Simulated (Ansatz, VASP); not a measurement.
## MgF2 in VASP and in Ansatz

The input INCAR:

```
SYSTEM = MgF2
  PREC = Accurate
  ENCUT = 600
  EDIFF = 1E-7
  ISMEAR = 0
  SIGMA = 0.02
  LREAL = .False.
  LASPH = .True.
  NELM = 120
  ALGO = Normal
  ISIF = 3
  LWAVE = .False.
  LCHARG = .False.
  GGA = PS
  IBRION = 2
  NSW = 100
  EDIFFG = -0.005
  GGA_COMPAT = .False.
  NELMIN = 4
```

KPOINTS

```
regular mesh
0
Gamma
  6 6 8
  0 0 0
```

POSCAR

```
MgF2
1.0
    4.6045445000      0.0000000000      0.0000000000
    0.0000000000      4.6045445000      0.0000000000
    0.0000000000      0.0000000000      3.0791770000
Mg F
2 4
Direct
    0.0000000000      0.0000000000      0.0000000000
    0.5000000000      0.5000000000      0.5000000000
    0.3060000000      0.3060000000      0.0000000000
    0.1940000000      0.8060000000      0.5000000000
    0.6940000000      0.6940000000      0.0000000000
    0.8060000000      0.1940000000      0.5000000000
```

Input for Ansatz:

```yaml
crystal:
  lattice:
    - [4.6045445, 0.0, 0.0]
    - [0.0, 4.6045445, 0.0]
    - [0.0, 0.0, 3.079177]
  atoms:
    - { symbol: Mg, position: [0.0, 0.0, 0.0] }
    - { symbol: Mg, position: [0.5, 0.5, 0.5] }
    - { symbol: F, position: [0.306, 0.306, 0.0] }
    - { symbol: F, position: [0.194, 0.806, 0.5] }
    - { symbol: F, position: [0.694, 0.694, 0.0] }
    - { symbol: F, position: [0.806, 0.194, 0.5] }
basis:
  ecutwfc: 420
kpoints:
  mp_grid: { grid: [6, 6, 8] }
hamiltonian:
  xc: pbesol
scf:
  occupations: { method: gaussian, width: 0.02 }
output:
  forces: true
  stress: true
  eigenvalues: true
  write_density: true
  write_potential: true
  elf: true
  volumetric_format: npy
relax:
  adjacent_minimum: "off"
  f_tol: 0.005
  max_steps: 80
  cell: { stress_tol: 0.05 }
```

Alike in both runs: task relaxation of cell and atoms; functional PBEsol; k mesh 6 × 6 × 8; occupations gaussian, width 0.02 eV; no spin polarisation.

|  | VASP | Ansatz |
| --- | --- | --- |
| version | VASP 6.6.1 | Ansatz 0.2.0 |
| potentials or method | VASP PAW PBE potentials, release 64 (Mg, F), cutoff 600 eV | scalar-relativistic, plane waves, PAW |
| valence electrons in the cell | 32 | 48 |

|  | VASP | Ansatz | Ansatz less VASP |
| --- | --- | --- | --- |
| gap on the k mesh at the Fermi level, each at its own relaxed structure (eV) | 6.93 | 6.89 | -0.037 |
| relaxed volume (Å³/atom) | 10.87 | 10.98 | +0.107 |
| relaxed cell length with the largest relative difference (Å) | 4.622 | 4.638 | +0.0161 |

VASP's potentials were made for PBE, not for PBEsol. VASP's potentials hold 32 valence electrons a cell and Ansatz's 48, so a difference there can come from the potentials and not from the codes.
